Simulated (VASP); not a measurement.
# Mg2Si in VASP: single point with PBE+D3(BJ)

Aim: the single point of Mg2Si with PBE+D3(BJ).

Everything below comes from runs of VASP 6.6.1. Logs are shortened: lines on timing, memory, paths and dates and some standing lists are left out, and cuts for length are marked.

**1. The cell of the first run**

The cell holds a slab with vacuum, 24 atoms: a = 8.872 Å, b = 8.872 Å, c = 21.433 Å, α = 90.00°, β = 90.00°, γ = 120.00°.

**2. Single point, PBE+D3(BJ)**

INCAR

```
SYSTEM = Mg2Si
PREC     = Accurate       ! precision mode
ENCUT    = 520            ! plane-wave cutoff, eV
EDIFF    = 1E-7           ! SCF threshold, eV
ISMEAR   = 0              ! smearing method
SIGMA    = 0.05           ! smearing width, eV
LREAL    = Auto         
LASPH    = .TRUE.         ! aspherical terms in the spheres
NELM     = 100            ! most SCF steps
ALGO     = Normal         ! electronic algorithm
ISIF     = 2              ! what is computed and relaxed
LWAVE    = .FALSE.        ! write WAVECAR
LCHARG   = .FALSE.        ! write CHGCAR
LDIPOL   = .TRUE.       
IDIPOL   = 3            
DIPOL    = 0.5 0.5 0.499
GGA      = PE             ! functional
IVDW     = 12             ! dispersion correction
NBANDS   = 50             ! bands
```

KPOINTS

```
Automatic mesh
0
G
  2 2 1
  0 0 0
```

POSCAR

```
Mg2Si
1.0
    8.8723031061      0.0000000000      0.0000000000
   -4.4361515531      7.6836398800      0.0000000000
    0.0000000000      0.0000000000     21.4331538633
Mg Si
16 8
Direct
    0.5000000000      0.5000000000      0.3732535142
    0.5000000000      0.0000000000      0.3732535142
    0.0000000000      0.5000000000      0.3732535142
    0.0000000000      0.0000000000      0.3732535142
    0.6666666667      0.3333333333      0.4577511714
    0.6666666667      0.8333333333      0.4577511714
    0.1666666667      0.3333333333      0.4577511714
    0.1666666667      0.8333333333      0.4577511714
    0.8333333333      0.6666666667      0.5415162962
    0.8333333333      0.1666666667      0.5415162962
    0.3333333333      0.6666666667      0.5415162962
    0.3333333333      0.1666666667      0.5415162962
    0.0000000000      0.5000000000      0.6190123232
    0.0000000000      0.0000000000      0.6190123232
    0.5000000000      0.5000000000      0.6190123232
    0.5000000000      0.0000000000      0.6190123232
    0.3333333333      0.1666666667      0.4155023428
    0.3333333333      0.6666666667      0.4155023428
    0.8333333333      0.1666666667      0.4155023428
    0.8333333333      0.6666666667      0.4155023428
    0.6666666667      0.3333333333      0.5876191913
    0.6666666667      0.8333333333      0.5876191913
    0.1666666667      0.3333333333      0.5876191913
    0.1666666667      0.8333333333      0.5876191913
```

Potentials or basis: VASP PAW PBE potentials, release 64 (Mg, Si).

On the command line:

```
$ cat potpaw_PBE.64/Mg/POTCAR potpaw_PBE.64/Si/POTCAR > POTCAR
$ mpirun -np 1 vasp_std > vasp.out
```

OUTCAR:

```text
SYSTEM = Mg2Si
   PREC = Accurate
   ENCUT = 520
   EDIFF = 1E-7
   ISMEAR = 0
   LREAL = Auto
   LASPH = .TRUE.
   NELM = 100
   ISIF = 2
   GGA = PE
   IVDW = 12
 IVDW          = 12

 ion  position               nearest neighbor table
   1  0.500  0.500  0.373-  20 2.72  17 2.72  18 2.72   7 3.14   6 3.14   5 3.14
   2  0.500  0.000  0.373-  19 2.72  18 2.72  17 2.72   8 3.14   5 3.14   6 3.14
   3  0.000  0.500  0.373-  18 2.72  19 2.72  20 2.72   5 3.14   8 3.14   7 3.14
   4  0.000  0.000  0.373-  17 2.72  20 2.72  19 2.72   6 3.14   7 3.14   8 3.14
   5  0.667  0.333  0.458-  19 2.72  17 2.72  20 2.72  21 2.78  10 3.13  12 3.13   9 3.13   3 3.14
                             2 3.14   1 3.14
   6  0.667  0.833  0.458-  20 2.72  18 2.72  19 2.72  22 2.78   9 3.13  11 3.13  10 3.13   4 3.14
                             1 3.14   2 3.14
   7  0.167  0.333  0.458-  17 2.72  19 2.72  18 2.72  23 2.78  12 3.13  10 3.13  11 3.13   1 3.14
                             4 3.14   3 3.14
   8  0.167  0.833  0.458-  18 2.72  20 2.72  17 2.72  24 2.78  11 3.13   9 3.13  12 3.13   2 3.14
                             3 3.14   4 3.14
   9  0.833  0.667  0.542-  20 2.70  22 2.75  24 2.75  21 2.75  15 3.05  14 3.05  13 3.05   6 3.13
                             8 3.13   5 3.13
  10  0.833  0.167  0.542-  19 2.70  21 2.75  23 2.75  22 2.75  16 3.05  13 3.05  14 3.05   5 3.13
                             7 3.13   6 3.13
  11  0.333  0.667  0.542-  18 2.70  24 2.75  22 2.75  23 2.75  13 3.05  16 3.05  15 3.05   8 3.13
[... 22 lines left out ...]
 A1 = (   8.8723031061,   0.0000000000,   0.0000000000)
 A2 = (  -4.4361515531,   7.6836398800,   0.0000000000)
 A3 = (   0.0000000000,   0.0000000000,  21.4331538633)

Analysis of symmetry for initial positions (statically):
=====================================================================
 Subroutine PRICEL returns following result:

  LATTYP: Found a hexagonal cell.
 ALAT       =     4.4361515531
 C/A-ratio  =     4.8314746706

  Lattice vectors:

 A1 = (   4.4361515531,   0.0000000000,   0.0000000000)
 A2 = (  -2.2180757766,   3.8418199400,   0.0000000000)
 A3 = (   0.0000000000,   0.0000000000,  21.4331538633)

   4 primitive cells build up your supercell.

 Routine SETGRP: Setting up the symmetry group for a
 hexagonal supercell.

 Subroutine GETGRP returns: Found  6 space group operations
 (whereof  6 operations were pure point group operations)
 out of a pool of 24 trial point group operations.

The static configuration has the point symmetry C_3v.

Analysis of symmetry for dynamics (positions and initial velocities):
=====================================================================
 Subroutine PRICEL returns following result:

  LATTYP: Found a hexagonal cell.
 ALAT       =     4.4361515531
 C/A-ratio  =     4.8314746706

  Lattice vectors:
[... 124 lines left out ...]
   GGA     = PE    functional components
   LHFCALC =     F    Hartree Fock is set to
   AEXX    =    0.0000 exact exchange contribution
   IVDW    =    12    specifies the selected vdW correction
   LEPSILON=     F    determine dielectric tensor
   LRPA    =     F    only Hartree local field effects (RPA)
 non-spin polarized calculation
 Gauss-broadening in eV      SIGMA  =   0.05
  energy-cutoff  :      520.00
  volume of cell :     1461.13
 maximum number of plane-waves:     39403
 NGX is ok and might be reduce to    70
   NGX = 33   NGY = 33   NGZ = 79

 dipolmoment           0.000000      0.000000     -0.000001 electrons x Angstroem

 number of electron      64.0000002 magnetization

 dipolmoment           0.000000      0.000000      0.117363 electrons x Angstroem

 Free energy of the ion-electron system (eV)
  ---------------------------------------------------
  ext. energy  EPLUGINS =         0.00000000
  ---------------------------------------------------
  free energy    TOTEN  =       -65.13165280 eV

  energy without entropy =      -65.13165280  energy(sigma->0) =      -65.13165280

 E-fermi :  -0.4715     XC(G=0):  -3.7747

 val. band max:       -0.7345205948   @ k =   0.0000   0.0000   0.0000
 cond. band min:      -0.0403392466   @ k =   0.0000   0.0000   0.0000
 fundamental gap:      0.6941813482
 Fermi energy:        -0.4714810090

 k-point     1 :       0.0000    0.0000    0.0000
  band No.  band energies     occupation
      1      -9.4993      2.00000
      2      -8.7081      2.00000
      3      -8.0994      2.00000
      4      -8.0994      2.00000
      5      -8.0994      2.00000
      6      -7.7782      2.00000
[... 36 lines left out ...]
     43       1.2018      0.00000
     44       1.2252      0.00000

 k-point     2 :       0.5000    0.0000    0.0000
  band No.  band energies     occupation
      1      -9.0023      2.00000
      2      -9.0023      2.00000
      3      -8.2796      2.00000
      4      -8.2796      2.00000
      5      -8.1911      2.00000
      6      -8.1911      2.00000
[... 36 lines left out ...]
     43       1.6379      0.00000
     44       1.6379      0.00000
 [bands above 44 left out]

------------------------ aborting loop because EDIFF is reached ----------------------------------------

 vacuum level on the upper side and lower side of the slab       (xc-potential included)         0.093        -0.204

 Edisp (eV)   -5.19592

 E8    (eV) :    -2.3278

  FORCE on cell =-STRESS in cart. coord.  units (eV):
  Direction    XX          YY          ZZ          XY          YZ          ZX
  --------------------------------------------------------------------------------------
  -------------------------------------------------------------------------------------
  Total      -4.42803    -4.42803    -2.12766     0.00000     0.00000    -0.00000
  in kB      -4.85548    -4.85548    -2.33304     0.00000     0.00000    -0.00000
  external pressure =       -4.01 kB  Pullay stress =        0.00 kB

 VOLUME and BASIS-vectors are now :
 -----------------------------------------------------------------------------
  energy-cutoff  :      520.00
  volume of cell :     1461.13
      direct lattice vectors                 reciprocal lattice vectors
     8.872303106  0.000000000  0.000000000     0.112710306  0.065073326  0.000000000
    -4.436151553  7.683639880  0.000000000     0.000000000  0.130146651  0.000000000
     0.000000000  0.000000000 21.433153863     0.000000000  0.000000000  0.046656689

 POSITION                                       TOTAL-FORCE (eV/Angst)
 -----------------------------------------------------------------------------------
      2.21808      3.84182      8.00000         0.000000     -0.000000      0.524801
      4.43615      0.00000      8.00000        -0.000000      0.000000      0.524801
     -2.21808      3.84182      8.00000        -0.000000     -0.000000      0.524801
      0.00000      0.00000      8.00000        -0.000000      0.000000      0.524801
      4.43615      2.56121      9.81105        -0.000000      0.000000      0.049650
      2.21808      6.40303      9.81105         0.000000     -0.000000      0.049650
[... 16 lines left out ...]
      0.00000      2.56121     12.59453        -0.000000     -0.000000     -0.018442
     -2.21808      6.40303     12.59453        -0.000000      0.000000     -0.018442
 -----------------------------------------------------------------------------------
    total drift:                               -0.000000      0.000000     -0.006650

  FREE ENERGIE OF THE ION-ELECTRON SYSTEM (eV)
  ---------------------------------------------------
  free  energy   TOTEN  =       -70.3275761509 eV

  energy  without entropy=      -70.3275761509  energy(sigma->0) =      -70.32757615

 vacuum level on the upper side and lower side of the slab         2.457         2.152
```

OSZICAR:

```text
N       E                     dE             d eps       ncg     rms          rms(c)
DAV:   1     0.237152631982E+03    0.23715E+03   -0.17279E+04   200   0.860E+02
DAV:   2    -0.425573335336E+02   -0.27971E+03   -0.25936E+03   294   0.135E+02
DAV:   3    -0.722385589568E+02   -0.29681E+02   -0.29276E+02   230   0.410E+01
[... 20 lines left out ...]
DAV:  24    -0.651316474727E+02   -0.10627E-04   -0.70751E-07   214   0.151E-03    0.169E-03
DAV:  25    -0.651316522564E+02   -0.47837E-05   -0.27931E-07   166   0.976E-04    0.405E-04
DAV:  26    -0.651316525786E+02   -0.32218E-06   -0.39518E-08   192   0.499E-04    0.175E-04
DAV:  27    -0.651316527267E+02   -0.14817E-06   -0.79325E-09   160   0.245E-04    0.114E-04
DAV:  28    -0.651316527987E+02   -0.71954E-07   -0.15041E-09   160   0.150E-04
   1 F= -.70327576E+02 E0= -.70327576E+02  d E =-.134853E-13
```

It took 8.2 min on 1 thread of Intel Xeon 6975P-C (Granite Rapids), shared host; peak memory 1.2 GiB.

Results:

* Free energy: -70.3276 eV
* Largest force: 0.553 eV/Å
* Band gap on the k mesh: 0.69 eV
* Dispersion energy per atom: -0.216 eV

Forces in eV/Å, atoms in the order of the input:
```
Mg   0.000  0.000  0.525
Mg   0.000  0.000  0.525
Mg   0.000  0.000  0.525
Mg   0.000  0.000  0.525
Mg   0.000  0.000  0.050
Mg   0.000  0.000  0.050
Mg   0.000  0.000  0.050
Mg   0.000  0.000  0.050
Mg   0.000  0.000  0.003
Mg   0.000  0.000  0.003
Mg   0.000  0.000  0.003
Mg   0.000  0.000  0.003
Mg   0.000  0.000 -0.007
Mg   0.000  0.000 -0.007
Mg   0.000  0.000 -0.007
Mg   0.000  0.000 -0.007
Si   0.000  0.000 -0.553
Si   0.000  0.000 -0.553
Si   0.000  0.000 -0.553
Si   0.000  0.000 -0.553
Si   0.000  0.000 -0.018
Si   0.000  0.000 -0.018
Si   0.000  0.000 -0.018
Si   0.000  0.000 -0.018
```
